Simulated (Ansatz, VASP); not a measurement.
One calculation of SrO, two programs

File INCAR:

```
SYSTEM = SrO
PREC     = Accurate       ! precision mode
ENCUT    = 520            ! plane-wave cutoff, eV
EDIFF    = 1E-6           ! SCF threshold, eV
ISMEAR   = -1             ! smearing method
SIGMA    = 0.02           ! smearing width, eV
LREAL    = .FALSE.        ! projectors in reciprocal space
LASPH    = .TRUE.         ! aspherical terms in the spheres
NELM     = 80             ! most SCF steps
ALGO     = Normal         ! electronic algorithm
ISIF     = 2              ! what is computed and relaxed
LWAVE    = .FALSE.        ! write WAVECAR
LCHARG   = .FALSE.        ! write CHGCAR
GGA      = PE             ! functional
NBANDS   = 15             ! bands
```

File KPOINTS:

```
Automatic mesh
0
G
  8 8 8
  0 0 0
```

Contents of POSCAR:

```
SrO
1.0
    0.0000000000      2.4877905466      2.6332878515
    2.4877905466      0.0000000000      2.6332878515
    2.4877905466      2.4877905466      0.0000000000
Sr O
1 1
Direct
    0.5000000000      0.5000000000      0.5000000000
    0.0000000000      0.0000000000      0.0000000000
```

Input for Ansatz:

```yaml
crystal:
  lattice:
    - [0.0, 2.4877905466, 2.6332878515]
    - [2.4877905466, 0.0, 2.6332878515]
    - [2.4877905466, 2.4877905466, 0.0]
  atoms:
    - { symbol: Sr, position: [0.5, 0.5, 0.5] }
    - { symbol: O, position: [0.0, 0.0, 0.0] }
kpoints:
  mp_grid: { grid: [8, 8, 8] }
  band_path:
    path:
      - [0.0, 0.0, 0.0]
      - [0.5, 0.0, 0.5]
      - [0.625, 0.25, 0.625]
      - [0.375, 0.375, 0.75]
      - [0.5, 0.5, 0.5]
      - [0.5, 0.25, 0.75]
      - [0.0, 0.5, 0.5]
    npoints: 1
hamiltonian:
  xc: pbe
scf:
  occupations: { method: fermi_dirac, width: 0.02 }
  n_extra_bands: 4
output:
  forces: true
  stress: true
  eigenvalues: true
```

Change from the starting cell: epitaxial_xy strain -3.6%.

Alike in both runs: task single point; functional PBE; k mesh 8 × 8 × 8; occupations fermi-dirac, width 0.02 eV; no spin polarisation.

```csv
,VASP,Ansatz
version,VASP 6.6.1,Ansatz 0.2.0
potentials or method,"VASP PAW PBE potentials, release 64 (Sr_sv, O)","plane waves, PAW"
plane-wave cutoff (eV),520,420
valence electrons in the cell,16,16
```

```csv
,VASP,Ansatz,Ansatz less VASP
gap on the k mesh at the Fermi level (eV),3.11,3.17,+0.056
pressure (GPa),8.7,8.0,-0.74
"traceless stress, the component that is largest in VASP (GPa)",-6.27,-5.96,+0.310
```
